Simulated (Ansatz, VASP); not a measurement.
## AlGaN2 in VASP and in Ansatz

```xyz
4
Lattice="3.0374 0.0000 0.0000 0.0000 3.0374 0.0000 0.0000 0.0000 4.1651" Properties=species:S:1:pos:R:3 pbc="T T T"
Al    1.5187    1.5187    2.0826
Ga    0.0000    0.0000    0.0000
N     1.5187    0.0000    3.0824
N     0.0000    1.5187    1.0827
```

Change from the starting cell: strain -0.025 along x and y, -0.050 along z, atoms carried along.

Alike in both runs: task single point; functional LDA; k mesh 8 × 8 × 6; occupations gaussian, width 0.05 eV; no spin polarisation.

|  | VASP | Ansatz |
| --- | --- | --- |
| version | VASP 6.6.1 | Ansatz 0.2.0 |
| potentials or method | VASP PAW LDA potentials, release 64 (Al, Ga_d, N), cutoff 520 eV | scalar-relativistic, plane waves, PAW |
| valence electrons in the cell | 26 | 26 |

```tsv
	VASP	Ansatz	Ansatz less VASP
gap on the k mesh at the Fermi level (eV)	3.37	3.39	+0.020
least direct gap on the mesh (eV)	3.52	3.53	+0.019
pressure (GPa)	27.1	25.8	-1.37
traceless stress, the component that is largest in VASP (GPa)	1.58	1.60	+0.023
rms of the force components (eV/Å)	0.060	0.048	-0.0116
```

LDA's correlation is that of Perdew and Zunger in VASP and of Perdew and Wang (1992) in Ansatz. Atom by atom the forces differ by 0.012 eV/Å (rms over components).
